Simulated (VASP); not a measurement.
Input of a VASP 6.6.1 run:

INCAR

```
ALGO     = Normal         # electronic algorithm
EDIFF    = 1E-7           # SCF threshold, eV
ENCUT    = 520            # plane-wave cutoff, eV
GGA      = PE             # functional
ISIF     = 2              # what is computed and relaxed
ISMEAR   = 0              # smearing method
LASPH    = T              # aspherical terms in the spheres
LCHARG   = F              # write CHGCAR
LREAL    = F              # projectors in reciprocal space
LWAVE    = F              # write WAVECAR
NBANDS   = 28             # bands
NELM     = 60             # most SCF steps
PREC     = Accurate       # precision mode
SIGMA    = 0.1            # smearing width, eV
```

Contents of KPOINTS:

```
k-points
0
Gamma
  6 6 4
```

POSCAR

```
Y3C2
1.0
    2.7534778894     -5.7420579966      0.0000000000
    2.7534778894      5.7420579966      0.0000000000
    0.0000000000      0.0000000000      3.2890236310
Y C
3 2
Direct
    0.0000000000      0.0000000000      0.5000000000
    0.6524526970      0.3475473030      0.5000000000
    0.3475473030      0.6524526970      0.5000000000
    0.6308583062      0.6308583062      0.0000000000
    0.3691416938      0.3691416938      0.0000000000
```

Potentials or basis: VASP PAW PBE potentials, release 64 (Y_sv, C).

Launch:

```console
$ cat potpaw_PBE.64/Y_sv/POTCAR potpaw_PBE.64/C/POTCAR > POTCAR
$ mpirun -np 1 vasp_std > vasp.out
```

Problem. Estimate the largest force.

Solution. 0.036 eV/Å.

Problem. Estimate the band gap on the k mesh.

Solution. Zero (an odd number of electrons rules out a gap without spin polarisation).

Problem. What does it give for the pressure?

Solution. -0.1 GPa.

Forces in eV/Å, atoms in the order of the input:
```
Y    0.000  0.000  0.000
Y    0.000  0.027  0.000
Y    0.000 -0.027  0.000
C    0.036  0.000  0.000
C   -0.036  0.000  0.000
```

Caveat: the k points lie up to 0.48 Å⁻¹ apart, too coarse for converged energies and pressures of a metal.
